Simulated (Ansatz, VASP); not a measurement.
**One calculation of Al, two programs**

```
Al
1.0
     0.00000    2.02481    2.02481
     2.02481    0.00000    2.02481
     2.02481    2.02481    0.00000
Al
1
Direct
  0.00000 0.00000 0.00000
```

Alike in both runs: task single point; functional PBEsol; k mesh 12 × 12 × 12; occupations fermi-dirac, width 0.0272 eV; no spin polarisation.

|  | VASP | Ansatz |
| --- | --- | --- |
| version | VASP 6.6.1 | Ansatz 0.2.0 |
| potentials or method | VASP PAW PBE potentials, release 64 (Al), cutoff 500 eV | all-electron LAPW, scalar-relativistic |

|  | VASP | Ansatz | Ansatz less VASP |
| --- | --- | --- | --- |
| pressure (GPa) | -1.8 | -1.8 | -0.05 |

VASP's potentials were made for PBE, not for PBEsol. Ansatz ran all-electron here, and VASP with PAW potentials. Ansatz's warnings: optics on partly filled bands.
